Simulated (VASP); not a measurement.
# PbSe (Pm-3m) in VASP: single point with PBE

Aim: the single point of PbSe with PBE.

All numbers are computed with VASP 6.6.1; they aren't measurements. Logs are shortened: lines on timing, memory, paths and dates and some standing lists are left out, and cuts for length are marked.

### Step 1. The cell of the first run

The structure is cubic, space group Pm-3m (No. 221). The conventional cell has a = 3.768 Å, b = 3.768 Å, c = 3.768 Å, α = 90.00°, β = 90.00°, γ = 90.00°. Within 4.3 Å of Pb (site symmetry m-3m) lie 8 Se at 3.26 Å and 6 Pb at 3.77 Å. Within 4.3 Å of Se (site symmetry m-3m) lie 8 Pb at 3.26 Å and 6 Se at 3.77 Å.

### Step 2. Single point, PBE

Input file INCAR:

```
PREC     = Accurate       # precision mode
ENCUT    = 520            # plane-wave cutoff, eV
EDIFF    = 1E-6           # SCF threshold, eV
ISMEAR   = -1             # smearing method
SIGMA    = 0.02           # smearing width, eV
LREAL    = F              # projectors in reciprocal space
LASPH    = T              # aspherical terms in the spheres
NELM     = 80             # most SCF steps
ALGO     = Normal         # electronic algorithm
ISIF     = 2              # what is computed and relaxed
LWAVE    = F              # write WAVECAR
LCHARG   = F              # write CHGCAR
GGA      = PE             # functional
NBANDS   = 17             # bands
```

Input file KPOINTS:

```
regular mesh
0
Gamma
  6 6 6
```

Input file POSCAR:

```
PbSe
1.0
    3.7681579098      0.0000000000      0.0000000000
    0.0000000000      3.7681579098      0.0000000000
    0.0000000000      0.0000000000      3.7681579098
Pb Se
1 1
Direct
    0.0000000000      0.0000000000      0.0000000000
    0.5000000000      0.5000000000      0.5000000000
```

Potentials or basis: VASP PAW PBE potentials, release 64 (Pb_d, Se).

Launch:

```bash
$ cat potpaw_PBE.64/Pb_d/POTCAR potpaw_PBE.64/Se/POTCAR > POTCAR
$ mpirun -np 1 vasp_std > vasp.out
```

OUTCAR:

```text
PREC = Accurate
   ENCUT = 520
   EDIFF = 1E-6
   ISMEAR = -1
   LREAL = F
   LASPH = T
   NELM = 80
   ISIF = 2
   GGA = PE

 ion  position               nearest neighbor table
   1  0.000  0.000  0.000-   2 3.26   2 3.26   2 3.26   2 3.26   2 3.26   2 3.26   2 3.26   2 3.26

   2  0.500  0.500  0.500-   1 3.26   1 3.26   1 3.26   1 3.26   1 3.26   1 3.26   1 3.26   1 3.26

  LATTYP: Found a simple cubic cell.
 ALAT       =     3.7681579098

  Lattice vectors:

 A1 = (   3.7681579098,   0.0000000000,   0.0000000000)
 A2 = (   0.0000000000,   3.7681579098,   0.0000000000)
 A3 = (   0.0000000000,   0.0000000000,   3.7681579098)

Analysis of symmetry for initial positions (statically):
=====================================================================
 Subroutine PRICEL returns:
 Original cell was already a primitive cell.

 Routine SETGRP: Setting up the symmetry group for a
 simple cubic supercell.

 Subroutine GETGRP returns: Found 48 space group operations
 (whereof 48 operations were pure point group operations)
 out of a pool of 48 trial point group operations.

The static configuration has the point symmetry O_h .

Analysis of symmetry for dynamics (positions and initial velocities):
=====================================================================
 Subroutine PRICEL returns:
 Original cell was already a primitive cell.

 Routine SETGRP: Setting up the symmetry group for a
 simple cubic supercell.

 Subroutine GETGRP returns: Found 48 space group operations
 (whereof 48 operations were pure point group operations)
 out of a pool of 48 trial point group operations.

The dynamic configuration has the point symmetry O_h .

 Subroutine INISYM returns: Found 48 space group operations
 (whereof 48 operations are pure point group operations),
 and found     1 'primitive' translations

----------------------------------------------------------------------------------------

                                     Primitive cell

  volume of cell :      53.5041

  direct lattice vectors                    reciprocal lattice vectors
[... 73 lines left out ...]
   PREC   = accura    normal or accurate (medium, high low for compatibility)
   ISTART =      0    job   : 0-new  1-cont  2-samecut
   ICHARG =      2    charge: 1-file 2-atom 10-const
   ISPIN  =      1    spin polarized calculation?
   LNONCOLLINEAR =      F non collinear calculations
   LSORBIT =      F    spin-orbit coupling
   LASPH  =      T    aspherical Exc in radial PAW
   ENCUT  =  520.0 eV  38.22 Ry    6.18 a.u.   7.01  7.01  7.01*2*pi/ulx,y,z
   NELM   =     80;   NELMIN=  2; NELMDL= -5     # of ELM steps
   EDIFF  = 0.1E-05   stopping-criterion for ELM
   LREAL  =      F    real-space projection
   EDIFFG = 0.1E-04   stopping-criterion for IOM
   NSW    =      0    number of steps for IOM
   IBRION =     -1    ionic relax: 0-MD 1-quasi-New 2-CG
   NFREE  =      0    steps in history (QN), initial steepest desc. (CG)
   ISIF   =      2    stress and relaxation
   ISYM   =      2    0-nonsym 1-usesym 2-fastsym
   POTIM  = 0.5000    time-step for ionic-motion
   TEBEG  =    0.0;   TEEND  =   0.0 temperature during run
   PSTRESS=    0.0 pullay stress
   NELECT =      20.0000    total number of electrons
   NUPDOWN=      -1.0000    fix difference up-down
   EMIN   =  10.00;   EMAX   =-10.00  energy-range for DOS
   EFERMI =   0.00;   METHOD = LEGACY
   ISMEAR =    -1;   SIGMA  =   0.02  broadening in eV -4-tet -1-fermi 0-gaus
   EFERMI_NEDOS =   21; number of points for ismear=-14 and -15
   IALGO  =     38    algorithm
   IMIX   =      4    mixing-type and parameters
     AMIX     =   0.40;   BMIX     =  1.00
     AMIX_MAG =   1.60;   BMIX_MAG =  1.00
  volume/ion in A,a.u.               =      26.75       180.53
  Fermi-wavevector in a.u.,A,eV,Ry     =   1.179295  2.228544 18.922117  1.390736
  Thomas-Fermi vector in A             =   2.315608
   LORBIT       =      0    0 simple, 1 ext, 2 COOP (PROOUT), +10 PAW based schemes
   GGA     = PE    functional components
   LHFCALC =     F    Hartree Fock is set to
   AEXX    =    0.0000 exact exchange contribution
   IVDW    =     0    specifies the selected vdW correction
   LEPSILON=     F    determine dielectric tensor
   LRPA    =     F    only Hartree local field effects (RPA)
 non-spin polarized calculation
  energy-cutoff  :      520.00
  volume of cell :       53.50
 maximum number of plane-waves:      1472
   NGX = 15   NGY = 15   NGZ = 15

 number of electron      20.0000011 magnetization

 Free energy of the ion-electron system (eV)
  ---------------------------------------------------
  ext. energy  EPLUGINS =         0.00000000
  ---------------------------------------------------
  free energy    TOTEN  =        -7.70755379 eV

  energy without entropy =       -7.70570095  energy(sigma->0) =       -7.70662737

 E-fermi :   5.5207     XC(G=0): -10.0138

 val. band max:        5.4696562818   @ k =   0.5000   0.5000   0.0000
 cond. band min:       5.5268835628   @ k =   0.5000   0.3333   0.3333
 fundamental gap:      0.0572272809
 Fermi energy:         5.5206939598

 k-point     1 :       0.0000    0.0000    0.0000
  band No.  band energies     occupation
      1     -11.4765      2.00000
      2     -11.4765      2.00000
      3     -11.3209      2.00000
      4     -11.3209      2.00000
      5     -11.3209      2.00000
      6      -7.8018      2.00000
[... 377 lines left out ...]
      4     -11.2780      2.00000
      5     -11.2780      2.00000
      6      -5.8160      2.00000
[... 9 lines left out ...]
     16      19.3884      0.00000
     17      22.8350      0.00000

------------------------ aborting loop because EDIFF is reached ----------------------------------------

  FORCE on cell =-STRESS in cart. coord.  units (eV):
  Direction    XX          YY          ZZ          XY          YZ          ZX
  --------------------------------------------------------------------------------------
  -------------------------------------------------------------------------------------
  Total        0.1581653      0.1581653      0.1581653      0.0000000      0.0000000      0.0000000
  in kB        4.7362495      4.7362495      4.7362495      0.0000000      0.0000000      0.0000000
  external PRESSURE =       4.7362495 kB  Pullay stress =       0.0000000 kB

 VOLUME and BASIS-vectors are now :
 -----------------------------------------------------------------------------
  energy-cutoff  :      520.00
  volume of cell :       53.50
      direct lattice vectors                 reciprocal lattice vectors
     3.768157910  0.000000000  0.000000000     0.265381660  0.000000000  0.000000000
     0.000000000  3.768157910  0.000000000     0.000000000  0.265381660  0.000000000
     0.000000000  0.000000000  3.768157910     0.000000000  0.000000000  0.265381660

 POSITION                                       TOTAL-FORCE (eV/Angst)
 -----------------------------------------------------------------------------------
      0.00000      0.00000      0.00000         0.000000      0.000000      0.000000
      1.88408      1.88408      1.88408         0.000000      0.000000      0.000000
 -----------------------------------------------------------------------------------
    total drift:                                0.000000      0.000000      0.000000

  FREE ENERGIE OF THE ION-ELECTRON SYSTEM (eV)
  ---------------------------------------------------
  free  energy   TOTEN  =        -7.7075537942 eV

  energy  without entropy=       -7.7057009534  energy(sigma->0) =       -7.70662737
```

OSZICAR:

```text
N       E                     dE             d eps       ncg     rms          rms(c)
DAV:   1     0.158791522410E+03    0.15879E+03   -0.96109E+03   680   0.124E+03
DAV:   2     0.364036952645E+01   -0.15515E+03   -0.15044E+03   699   0.311E+02
DAV:   3    -0.788380796031E+01   -0.11524E+02   -0.11391E+02   906   0.893E+01
DAV:   4    -0.814161579870E+01   -0.25781E+00   -0.25752E+00   844   0.147E+01
DAV:   5    -0.814886365057E+01   -0.72479E-02   -0.72475E-02   996   0.246E+00    0.290E+00
DAV:   6    -0.771425522433E+01    0.43461E+00   -0.10279E+00  1008   0.697E+00    0.153E+00
DAV:   7    -0.770924797519E+01    0.50072E-02   -0.11426E-01   790   0.163E+00    0.875E-01
DAV:   8    -0.771166075926E+01   -0.24128E-02   -0.35707E-02   867   0.156E+00    0.286E-01
DAV:   9    -0.770857733425E+01    0.30834E-02   -0.30217E-02   994   0.114E+00    0.157E-01
DAV:  10    -0.770758547843E+01    0.99186E-03   -0.53365E-03   993   0.453E-01    0.432E-02
DAV:  11    -0.770757846366E+01    0.70148E-05   -0.27817E-04   764   0.105E-01    0.211E-02
DAV:  12    -0.770756046010E+01    0.18004E-04   -0.31023E-05   967   0.268E-02    0.111E-02
DAV:  13    -0.770755358702E+01    0.68731E-05   -0.26104E-05   954   0.215E-02    0.227E-03
DAV:  14    -0.770755379415E+01   -0.20713E-06   -0.17422E-06   658   0.647E-03
   1 F= -.77075538E+01 E0= -.77066274E+01  d E =-.185284E-02
```

stdout:

```text
POSCAR found type information on POSCAR PbSe
 POSCAR found :  2 types and       2 ions
 scaLAPACK will be used
 LDA part: xc-table for (Slater+PW92), standard interpolation
 POSCAR, INCAR and KPOINTS ok, starting setup
 FFT: planning ... GRIDC
 FFT: planning ... GRID_SOFT
 FFT: planning ... GRID
 WAVECAR not read
 entering main loop
```

It took 25 s on 1 thread of AMD EPYC 7R43 (Zen 3), shared host; peak memory 0.12 GiB.

Results:

```
Free energy            : -7.7076 eV
Pressure               : 0.5 GPa
Band gap on the k mesh : zero (band 10 reaches 5.61 eV, above the bottom of band 11 at 4.85 eV)
```

Caveat: spin-orbit coupling is left out, which moves the levels of the heavy elements.
